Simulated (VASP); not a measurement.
Input of a VASP 6.6.1 run:

File INCAR:

```
SYSTEM = LiRu12
PREC = Accurate
ENCUT = 650
EDIFF = 1E-6
ISMEAR = 0
SIGMA = 0.15
LREAL = .FALSE.
LASPH = .TRUE.
NELM = 120
ALGO = Normal
ISIF = 2
LWAVE = .FALSE.
LCHARG = .FALSE.
GGA = PE
NBANDS = 98
GGA_COMPAT = .FALSE.
```

KPOINTS

```
regular mesh
0
G
  4 3 4
  0 0 0
```

POSCAR

```
LiRu12
1.0
    5.4000000000      0.0000000000      0.0000000000
   -4.0500000000      7.0148060000      0.0000000000
    0.0000000000      0.0000000000      4.2768000000
Ru Li
12 1
Direct
   -0.0385553508      0.0003945939      0.0019598765
    0.1411454566      0.2227840656      0.4887934905
    0.0002718559      0.3304782769     -0.0123386644
    0.1643204658      0.5646566705      0.4995891788
    0.0577584989      0.7254940479     -0.0229042742
    0.1652471712      0.9054016604      0.4870594837
    0.5073491577      0.0166697411     -0.0005345118
    0.6587432444      0.2311835851      0.4978984287
    0.4215130803      0.2954110206     -0.0208457258
    0.6569031519      0.5638881531      0.5260419005
    0.4973473384      0.6671712660      0.0089835859
    0.6464493186      0.8892867458      0.4980246914
    0.7941130641      0.4779514929      1.0949836326
```

Potentials or basis: VASP PAW PBE potentials, release 64 (Ru_pv, Li_sv).

Run with:

```console
$ cat potpaw_PBE.64/Ru_pv/POTCAR potpaw_PBE.64/Li_sv/POTCAR > POTCAR
$ mpirun -np 1 vasp_std > vasp.out
```

Question: Estimate the pressure.

Answer: 29.3 GPa.

Question: What does it give for the band gap on the k mesh?

Answer: Zero (an odd number of electrons rules out a gap without spin polarisation).

Question: Estimate the largest force.

Answer: 1.377 eV/Å.

Forces on the atoms (eV/Å):
```
Ru   0.062  0.005 -0.034
Ru   0.010  0.019 -0.211
Ru  -0.046  0.052 -0.230
Ru   0.016  0.012 -0.058
Ru  -0.008 -0.053 -0.410
Ru  -0.002 -0.018 -0.240
Ru  -0.019 -0.014 -0.056
Ru  -0.007 -0.035 -0.082
Ru  -0.023  0.034 -0.381
Ru  -0.059  0.048  0.329
Ru  -0.007 -0.018  0.077
Ru   0.002  0.012 -0.077
Li   0.079 -0.042  1.374
```

Caveat: the k points lie up to 0.37 Å⁻¹ apart, too coarse for converged energies and pressures of a metal; atoms lie so close that the PAW spheres overlap strongly, which falsifies energies and pressures.
